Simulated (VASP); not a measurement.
## AlNi3: single point with PBE

The system is AlNi3.

```
Al Ni
1.0
     0.22780    2.87661    2.87661
     2.87661    0.22780    2.87661
     2.87661    2.87661    0.22780
Al Ni
1 3
Direct
  0.50000 0.50000 0.50000
  0.25000 0.25000 0.25000
  0.00000 0.00000 0.00000
  0.75000 0.75000 0.75000
```

```yaml
Program: VASP 6.6.1
Task: single point
Functional: PBE
Potentials_or_basis: VASP PAW PBE potentials, release 64 (Al, Ni)
Cutoff: 520 eV
k_mesh: 14 × 14 × 14
Occupations: gaussian, width 0.15 eV
Spin: no spin polarisation
```

- Pressure: 21.4 GPa
- Largest force: 0.164 eV/Å
- Band gap on the k mesh: zero (an odd number of electrons rules out a gap without spin polarisation)

Forces on the atoms (eV/Å):
```
Al   0.000  0.000  0.000
Ni  -0.095 -0.095 -0.095
Ni   0.000  0.000  0.000
Ni   0.095  0.095  0.095
```

Stress tensor (GPa, compression positive):
```
 21.38 -11.32 -11.32
-11.32  21.38 -11.32
-11.32 -11.32  21.38
```

Levels at points of the mesh, in eV from the Fermi level:
```tsv
k point	band 13	band 14	band 15	band 16	band 17	band 18	band 19	band 20
(0.00, 0.00, 0.00)	-0.64	-0.64	-0.46	-0.46	4.08	5.02	6.24	6.24
(0.50, 0.00, 0.00)	-0.92	-0.58	-0.54	-0.46	-0.14	3.83	4.42	4.45
(0.50, 0.50, 0.00)	-0.78	-0.66	-0.62	-0.54	-0.31	-0.28	-0.03	4.02
(0.50, 0.50, 0.50)	-0.58	-0.58	-0.46	-0.46	-0.17	5.22	5.22	5.71
```

It took 7.5 min on 1 thread of Intel Xeon 8259CL, on a shared host, peak memory 0.36 GiB.

Caveat: the cell stands under pressure. Spin polarisation is off, so any magnetic state and its effect on volume and gap are missing.
